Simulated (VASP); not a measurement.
# Mg6F in VASP: further runs

Runs on Mg6F. Level: PBE. Tasks: single point.

All numbers are computed with VASP 6.6.1; they aren't measurements. Logs are shortened: lines on timing, memory, paths and dates and some standing lists are left out, and cuts for length are marked.

### 1 The cell of the first run

The cell holds a slab with vacuum, 7 atoms: a = 3.203 Å, b = 7.978 Å, c = 20.985 Å, α = 90.00°, β = 90.00°, γ = 101.58°.

### 2 Single point, PBE

INCAR

```
SYSTEM = Mg6F
ALGO     = Normal         ! electronic algorithm
DIPOL    = 0.5 0.5 0.326
EDIFF    = 1E-6           ! SCF threshold, eV
ENCUT    = 520            ! plane-wave cutoff, eV
GGA      = PE             ! functional
IDIPOL   = 3            
ISIF     = 2              ! what is computed and relaxed
ISMEAR   = 0              ! smearing method
LASPH    = .True.         ! aspherical terms in the spheres
LCHARG   = .False.        ! write CHGCAR
LDIPOL   = .True.       
LREAL    = .False.        ! projectors in reciprocal space
LWAVE    = .False.        ! write WAVECAR
NBANDS   = 18             ! bands
NELM     = 80             ! most SCF steps
PREC     = Accurate       ! precision mode
SIGMA    = 0.1            ! smearing width, eV
```

KPOINTS

```
k-points
0
Gamma
  9 4 1
  0 0 0
```

POSCAR

```
Mg6F
1.0
    3.2034417932      0.0000000000      0.0000000000
   -1.6017208966      7.8153198520      0.0000000000
    0.0000000000      0.0000000000     20.9851131634
Mg F
6 1
Direct
    0.8493879956      0.6987759913      0.1906113143
    0.5210014932      0.0420029864      0.2197581863
    0.1926149907      0.3852299814      0.2489050583
    0.3710660944      0.7414803149      0.3283003664
    0.0426232582      0.0834482649      0.3542380799
    0.7128162912      0.4251093731      0.3805132287
    0.7128162912      1.0501093731      0.5582582792
```

Potentials or basis: VASP PAW PBE potentials, release 64 (Mg, F).

Launch:

```console
> cat potpaw_PBE.64/Mg/POTCAR potpaw_PBE.64/F/POTCAR > POTCAR
> mpirun -np 1 vasp_std > vasp.out
```

OUTCAR:

```text
SYSTEM = Mg6F
   EDIFF = 1E-6
   ENCUT = 520
   GGA = PE
   ISIF = 2
   ISMEAR = 0
   LASPH = .True.
   LREAL = .False.
   NELM = 80
   PREC = Accurate

 ion  position               nearest neighbor table
   1  0.849  0.699  0.191-   3 3.17   3 3.17   2 3.18   2 3.18   4 3.32   4 3.32
   2  0.521  0.042  0.220-   3 3.18   3 3.18   1 3.18   1 3.18   5 3.26   5 3.26   4 3.27
   3  0.193  0.385  0.249-   1 3.17   1 3.17   2 3.18   2 3.18   6 3.21   6 3.21   5 3.23   4 3.24

   4  0.371  0.741  0.328-   6 3.14   6 3.14   5 3.16   5 3.16   3 3.24   2 3.27   1 3.32   1 3.32

   5  0.043  0.083  0.354-   6 3.16   4 3.16   6 3.16   4 3.16   3 3.23   2 3.26   2 3.26
   6  0.713  0.425  0.381-   4 3.14   4 3.14   5 3.16   5 3.16   3 3.21   3 3.21
   7  0.713  0.050  0.558-

  LATTYP: Found a base centered orthorhombic cell.
 ALAT       =     3.2034417932
 B/A-ratio  =     4.8793268968
 C/A-ratio  =     6.5508020804

  Lattice vectors:

 A1 = (   1.6017208966,  -7.8153198520,   0.0000000000)
 A2 = (   1.6017208966,   7.8153198520,   0.0000000000)
 A3 = (   0.0000000000,   0.0000000000,  20.9851131634)

Analysis of symmetry for initial positions (statically):
=====================================================================
 Subroutine PRICEL returns:
 Original cell was already a primitive cell.

 Routine SETGRP: Setting up the symmetry group for a
 base centered orthorhombic supercell.

 Subroutine GETGRP returns: Found  1 space group operations
 (whereof  1 operations were pure point group operations)
 out of a pool of  8 trial point group operations.

The static configuration has the point symmetry C_1 .

Analysis of symmetry for dynamics (positions and initial velocities):
=====================================================================
 Subroutine PRICEL returns:
 Original cell was already a primitive cell.

 Routine SETGRP: Setting up the symmetry group for a
 base centered orthorhombic supercell.

 Subroutine GETGRP returns: Found  1 space group operations
 (whereof  1 operations were pure point group operations)
 out of a pool of  8 trial point group operations.

The dynamic configuration has the point symmetry C_1 .

 Subroutine INISYM returns: Found  1 space group operations
 (whereof  1 operations are pure point group operations),
 and found     1 'primitive' translations

----------------------------------------------------------------------------------------

                                     Primitive cell

  volume of cell :     525.3817

  direct lattice vectors                    reciprocal lattice vectors
     3.203441793  0.000000000  0.000000000     0.312164249  0.063976908  0.000000000
    -1.601720897  7.815319852  0.000000000     0.000000000  0.127953816  0.000000000
     0.000000000  0.000000000 20.985113163     0.000000000  0.000000000  0.047652829

  length of vectors
     3.203441793  7.977764989 20.985113163     0.318652731  0.127953816  0.047652829

  position of ions in fractional coordinates (direct lattice)
     0.849387996  0.698775991  0.190611314
     0.521001493  0.042002986  0.219758186
     0.192614991  0.385229981  0.248905058
     0.371066094  0.741480315  0.328300366
     0.042623258  0.083448265  0.354238080
     0.712816291  0.425109373  0.380513229
     0.712816291  0.050109373  0.558258279

  ion indices of the primitive-cell ions
   primitive index   ion index
                 1           1
                 2           2
                 3           3
                 4           4
                 5           5
                 6           6
                 7           7

----------------------------------------------------------------------------------------

 KPOINTS: k-points

Automatic generation of k-mesh.
 Grid dimensions read from file:
 generate k-points for:    9    4    1

[... 21 lines left out ...]
|                                                                             |
|     Your reciprocal lattice and k-lattice belong to different lattice       |
|     classes:                                                                |
|                                                                             |
|        The reciprocal lattice is base centered orthorhombic,                |
|        whereas your k-lattice is simple monoclinic.                         |
|                                                                             |
|     Results are often still useful ...                                      |
|                                                                             |
 -----------------------------------------------------------------------------

 WARNING: IBZKPT: internal override: KBLOWUP is changed to .FALSE.
      ... skipping the blow-up phase ...

 Subroutine IBZKPT returns following result:
 ===========================================

 Found     19 irreducible k-points:

 Following reciprocal coordinates:
            Coordinates               Weight
  0.000000  0.000000  0.000000      1.000000
  0.111111 -0.000000  0.000000      2.000000
  0.222222 -0.000000  0.000000      2.000000
  0.333333 -0.000000  0.000000      2.000000
  0.444444 -0.000000  0.000000      2.000000
  0.000000  0.250000  0.000000      2.000000
[... 11 lines left out ...]
  0.333333  0.500000  0.000000      2.000000
  0.444444  0.500000  0.000000      2.000000
   k-points           NKPTS =     19   k-points in BZ     NKDIM =     19   number of bands    NBANDS=     18
   number of dos      NEDOS =    301   number of ions     NIONS =      7
   total plane-waves  NPLWV = 230400
   dimension x,y,z NGX =    24 NGY =   60 NGZ =  160
   dimension x,y,z NGXF=    48 NGYF=  120 NGZF=  320
   ions per type =               6   1
   NGX,Y,Z   is equivalent  to a cutoff of  12.46, 12.50, 12.68 a.u.
   NGXF,Y,Z  is equivalent  to a cutoff of  24.91, 25.01, 25.35 a.u.
 SYSTEM =  Mg6F
   PREC   = accura    normal or accurate (medium, high low for compatibility)
   ISTART =      0    job   : 0-new  1-cont  2-samecut
   ICHARG =      2    charge: 1-file 2-atom 10-const
   ISPIN  =      1    spin polarized calculation?
   LNONCOLLINEAR =      F non collinear calculations
   LSORBIT =      F    spin-orbit coupling
   LASPH  =      T    aspherical Exc in radial PAW
   ENCUT  =  520.0 eV  38.22 Ry    6.18 a.u.   5.96 14.83 39.02*2*pi/ulx,y,z
   NELM   =     80;   NELMIN=  2; NELMDL= -5     # of ELM steps
   EDIFF  = 0.1E-05   stopping-criterion for ELM
   LREAL  =      F    real-space projection
   EDIFFG = 0.1E-04   stopping-criterion for IOM
   NSW    =      0    number of steps for IOM
   IBRION =     -1    ionic relax: 0-MD 1-quasi-New 2-CG
   NFREE  =      0    steps in history (QN), initial steepest desc. (CG)
   ISIF   =      2    stress and relaxation
   ISYM   =      2    0-nonsym 1-usesym 2-fastsym
   POTIM  = 0.5000    time-step for ionic-motion
   TEBEG  =    0.0;   TEEND  =   0.0 temperature during run
   PSTRESS=    0.0 pullay stress
   NELECT =      19.0000    total number of electrons
   NUPDOWN=      -1.0000    fix difference up-down
   EMIN   =  10.00;   EMAX   =-10.00  energy-range for DOS
   EFERMI =   0.00;   METHOD = LEGACY
   ISMEAR =     0;   SIGMA  =   0.10  broadening in eV -4-tet -1-fermi 0-gaus
   EFERMI_NEDOS =   21; number of points for ismear=-14 and -15
   IALGO  =     38    algorithm
   IMIX   =      4    mixing-type and parameters
     AMIX     =   0.40;   BMIX     =  1.00
     AMIX_MAG =   1.60;   BMIX_MAG =  1.00
  volume/ion in A,a.u.               =      75.05       506.49
  Fermi-wavevector in a.u.,A,eV,Ry     =   0.541379  1.023057  3.987742  0.293091
  Thomas-Fermi vector in A             =   1.568933
   LORBIT       =      0    0 simple, 1 ext, 2 COOP (PROOUT), +10 PAW based schemes
   GGA     = PE    functional components
   LHFCALC =     F    Hartree Fock is set to
   AEXX    =    0.0000 exact exchange contribution
   IVDW    =     0    specifies the selected vdW correction
   LEPSILON=     F    determine dielectric tensor
   LRPA    =     F    only Hartree local field effects (RPA)
 non-spin polarized calculation
 Gauss-broadening in eV      SIGMA  =   0.10
  energy-cutoff  :      520.00
  volume of cell :      525.38
 maximum number of plane-waves:     14191
   NGX = 11   NGY = 29   NGZ = 79

 number of electron      19.0000002 magnetization

 dipolmoment           0.000000      0.000000      0.771599 electrons x Angstroem

 Free energy of the ion-electron system (eV)
  ---------------------------------------------------
  ext. energy  EPLUGINS =         0.00000000
  ---------------------------------------------------
  free energy    TOTEN  =        -8.60137847 eV

  energy without entropy =       -8.53882680  energy(sigma->0) =       -8.57010263

 E-fermi :  -3.6070     XC(G=0):  -3.4063

 val. band max:       -3.6131126154   @ k =   0.2222   0.2500   0.0000
 cond. band min:      -3.5736949964   @ k =   0.2222   0.5000   0.0000
 fundamental gap:      0.0394176191
 Fermi energy:        -3.6069906863

 k-point     1 :       0.0000    0.0000    0.0000
  band No.  band energies     occupation
      1     -22.4555      2.00000
      2      -9.7370      2.00000
      3      -7.7519      2.00000
      4      -7.3435      2.00000
      5      -7.0490      2.00000
      6      -5.3978      2.00000
[... 376 lines left out ...]
      5      -4.5900      2.00000
      6      -4.1857      2.00000
[... 10 lines left out ...]
     17      -0.5252      0.00000
     18      -0.2868      0.00000

------------------------ aborting loop because EDIFF is reached ----------------------------------------

 vacuum level on the upper side and lower side of the slab       (xc-potential included)         2.705        -2.732

  FORCE on cell =-STRESS in cart. coord.  units (eV):
  Direction    XX          YY          ZZ          XY          YZ          ZX
  --------------------------------------------------------------------------------------
  -------------------------------------------------------------------------------------
  Total       -3.7797092     -0.7292242     -2.1058399     -0.4133605      0.2510730      0.0111964
  in kB      -11.5264099     -2.2238053     -6.4218629     -1.2605634      0.7656597      0.0341440
  external PRESSURE =      -6.7240260 kB  Pullay stress =       0.0000000 kB

 VOLUME and BASIS-vectors are now :
 -----------------------------------------------------------------------------
  energy-cutoff  :      520.00
  volume of cell :      525.38
      direct lattice vectors                 reciprocal lattice vectors
     3.203441793  0.000000000  0.000000000     0.312164249  0.063976908  0.000000000
    -1.601720897  7.815319852  0.000000000     0.000000000  0.127953816  0.000000000
     0.000000000  0.000000000 20.985113163     0.000000000  0.000000000  0.047652829

 POSITION                                       TOTAL-FORCE (eV/Angst)
 -----------------------------------------------------------------------------------
      1.60172      5.46116      4.00000         0.000590      0.015757      0.112331
      1.60172      0.32827      4.61165        -0.001129     -0.040650      0.046889
      0.00000      3.01070      5.22330         0.001194      0.016367     -0.137087
      0.00104      5.79491      6.88942         0.000124      0.004270      0.012489
      0.00288      0.65217      7.43373        -0.006374     -0.051682      0.216383
      1.60256      3.32237      7.98511         0.002300      0.003416      0.228902
      2.20320      0.39162     11.71511         0.003294      0.052523     -0.479906
 -----------------------------------------------------------------------------------
    total drift:                                0.000512      0.000089      0.000103

  FREE ENERGIE OF THE ION-ELECTRON SYSTEM (eV)
  ---------------------------------------------------
  free  energy   TOTEN  =        -8.6013784665 eV

  energy  without entropy=       -8.5388267985  energy(sigma->0) =       -8.57010263

 vacuum level on the upper side and lower side of the slab         5.593         0.016
```

Wall time 5.9 min (1 thread of Intel Xeon 6975P-C (Granite Rapids), shared host); peak memory 0.58 GiB.

Results:

| Item | Value |
| --- | --- |
| Free energy | -8.6014 eV |
| Largest force | 0.483 eV/Å |

Forces in eV/Å, atoms in the order of the input:
```
Mg   0.001  0.016  0.112
Mg  -0.001 -0.041  0.047
Mg   0.001  0.016 -0.137
Mg   0.000  0.004  0.012
Mg  -0.006 -0.052  0.216
Mg   0.002  0.003  0.229
F    0.003  0.053 -0.480
```

Caveat: an odd number of electrons without spin polarisation forces a metal; a magnetic or distorted state may lie lower.

### 3 Single point, PBE

INCAR

```
SYSTEM = Mg6F
ALGO = Normal
DIPOL = 0.5 0.5 0.311
EDIFF = 1E-7
ENCUT = 520
GGA = PE
IDIPOL = 3
ISIF = 2
ISMEAR = 0
LASPH = .TRUE.
LCHARG = .FALSE.
LDIPOL = .TRUE.
LREAL = .FALSE.
LWAVE = .FALSE.
NBANDS = 18
NELM = 100
PREC = Accurate
SIGMA = 0.1
```

KPOINTS

```
k-points
0
G
  9 4 1
  0 0 0
```

Changes to POSCAR since step 2:

```diff
@@ -14,2 +14,2 @@
     0.7128162912      0.4251093731      0.3805132287
-    0.7128162912      1.0501093731      0.5582582792
+    0.7128162912      1.3001093731      0.4562812261
```

Potentials or basis: VASP PAW PBE potentials, release 64 (Mg, F).

Launch:

```console
> cat potpaw_PBE.64/Mg/POTCAR potpaw_PBE.64/F/POTCAR > POTCAR
> mpirun -np 1 vasp_std > vasp.out
```

It took 2.9 min on 1 thread of Intel Xeon 6975P-C (Granite Rapids), shared host; peak memory 0.58 GiB.

Results (log left out):

```yaml
Free_energy: -12.7420 eV
Largest_force: 1.283 eV/Å
```

Forces in eV/Å, atoms in the order of the input:
```
Mg   0.002  0.075  0.074
Mg  -0.001 -0.063  0.037
Mg   0.009  0.010  0.008
Mg   0.001  0.035 -0.070
Mg  -0.058  0.059  0.348
Mg   0.001 -0.146  0.883
F    0.047  0.031 -1.281
```

Levels at points of the mesh, in eV from the Fermi level:
```csv
k point,band 6,band 7,band 8,band 9,band 10,band 11,band 12,band 13
"(0.00, 0.00, 0.00)",-3.28,-3.08,-2.42,-1.28,-0.97,-0.49,1.63,2.14
"(0.00, 0.50, 0.00)",-3.04,-2.43,-2.38,-0.86,-0.42,-0.19,0.69,1.35
```

Caveat: an odd number of electrons without spin polarisation forces a metal; a magnetic or distorted state may lie lower.

### 4 Single point, PBE

INCAR

```
PREC = Accurate
ENCUT = 520
EDIFF = 1E-7
ISMEAR = 0
SIGMA = 0.1
LREAL = False
LASPH = True
NELM = 60
ALGO = Normal
ISIF = 2
LWAVE = False
LCHARG = False
LDIPOL = True
IDIPOL = 3
DIPOL = 0.5 0.5 0.318
GGA = PE
NBANDS = 18
```

KPOINTS

```
Automatic mesh
0
Gamma
  9 4 1
```

Changes to POSCAR since step 3:

```diff
@@ -14,2 +14,2 @@
     0.7128162912      0.4251093731      0.3805132287
-    0.7128162912      1.3001093731      0.4562812261
+    0.7128162912      1.3001093731      0.5010748849
```

Potentials or basis: VASP PAW PBE potentials, release 64 (Mg, F).

Launch:

```console
> cat potpaw_PBE.64/Mg/POTCAR potpaw_PBE.64/F/POTCAR > POTCAR
> mpirun -np 1 vasp_std > vasp.out
```

OUTCAR:

```text
PREC = Accurate
   ENCUT = 520
   EDIFF = 1E-7
   ISMEAR = 0
   LREAL = False
   LASPH = True
   NELM = 60
   ISIF = 2
   GGA = PE

 ion  position               nearest neighbor table
   1  0.849  0.699  0.191-   3 3.17   3 3.17   2 3.18   2 3.18   4 3.32   4 3.32
   2  0.521  0.042  0.220-   3 3.18   3 3.18   1 3.18   1 3.18   5 3.26   5 3.26   4 3.27
   3  0.193  0.385  0.249-   1 3.17   1 3.17   2 3.18   2 3.18   6 3.21   6 3.21   5 3.23   4 3.24

   4  0.371  0.741  0.328-   6 3.14   6 3.14   5 3.16   5 3.16   3 3.24   2 3.27   1 3.32   1 3.32

   5  0.043  0.083  0.354-   6 3.16   4 3.16   6 3.16   4 3.16   3 3.23   2 3.26   2 3.26
   6  0.713  0.425  0.381-   7 2.72   4 3.14   4 3.14   5 3.16   5 3.16   3 3.21   3 3.21
   7  0.713  0.300  0.501-   6 2.72

[... 629 lines left out ...]
  external PRESSURE =      -9.9591302 kB  Pullay stress =       0.0000000 kB

 VOLUME and BASIS-vectors are now :
 -----------------------------------------------------------------------------
  energy-cutoff  :      520.00
  volume of cell :      525.38
      direct lattice vectors                 reciprocal lattice vectors
     3.203441793  0.000000000  0.000000000     0.312164249  0.063976908  0.000000000
    -1.601720897  7.815319852  0.000000000     0.000000000  0.127953816  0.000000000
     0.000000000  0.000000000 20.985113163     0.000000000  0.000000000  0.047652829

 POSITION                                       TOTAL-FORCE (eV/Angst)
 -----------------------------------------------------------------------------------
      1.60172      5.46116      4.00000         0.001572      0.087841      0.063137
      1.60172      0.32827      4.61165        -0.000568     -0.069255      0.014124
      0.00000      3.01070      5.22330         0.004512      0.001707     -0.015783
      0.00104      5.79491      6.88942        -0.000364      0.011068     -0.036470
      0.00288      0.65217      7.43373        -0.015704      0.006124      0.362053
      1.60256      3.32237      7.98511         0.064019     -0.460923      1.860028
      1.80277      2.34545     10.51511        -0.053468      0.423439     -2.247088
 -----------------------------------------------------------------------------------
    total drift:                                0.000536     -0.000078      0.000684

  FREE ENERGIE OF THE ION-ELECTRON SYSTEM (eV)
  ---------------------------------------------------
  free  energy   TOTEN  =       -10.3506904721 eV

  energy  without entropy=      -10.3273998149  energy(sigma->0) =      -10.33904514

 vacuum level on the upper side and lower side of the slab         4.934         0.137
```

OSZICAR:

```text
N       E                     dE             d eps       ncg     rms          rms(c)
DAV:   1     0.989967828592E+02    0.98997E+02   -0.48978E+03   708   0.657E+02
DAV:   2     0.123573603119E+02   -0.86639E+02   -0.78816E+02   998   0.115E+02
DAV:   3    -0.133679154494E+02   -0.25725E+02   -0.25228E+02   836   0.647E+01
[... 28 lines left out ...]
DAV:  32    -0.103506895172E+02   -0.61479E-06   -0.44708E-07   596   0.254E-03    0.452E-03
DAV:  33    -0.103506897232E+02   -0.20598E-06   -0.13120E-07   662   0.264E-03    0.123E-03
DAV:  34    -0.103506901978E+02   -0.47454E-06   -0.35936E-08   632   0.775E-04    0.984E-04
DAV:  35    -0.103506904567E+02   -0.25890E-06   -0.40217E-08   638   0.775E-04    0.226E-03
DAV:  36    -0.103506904721E+02   -0.15455E-07   -0.29901E-08   610   0.652E-04
   1 F= -.10350690E+02 E0= -.10339045E+02  d E =-.232907E-01
```

Run time: 4.9 min. Hardware: 1 thread of Intel Xeon 6975P-C (Granite Rapids), shared host; peak memory 0.57 GiB.

Results:

| Property | Result |
| --- | --- |
| Free energy | -10.3507 eV |
| Largest force | 2.287 eV/Å |

Forces in eV/Å, atoms in the order of the input:
```
Mg   0.002  0.088  0.063
Mg  -0.001 -0.069  0.014
Mg   0.005  0.002 -0.016
Mg   0.000  0.011 -0.036
Mg  -0.016  0.006  0.362
Mg   0.064 -0.461  1.860
F   -0.053  0.423 -2.247
```

Caveat: an odd number of electrons without spin polarisation forces a metal; a magnetic or distorted state may lie lower.

[end of part 1 of 2]
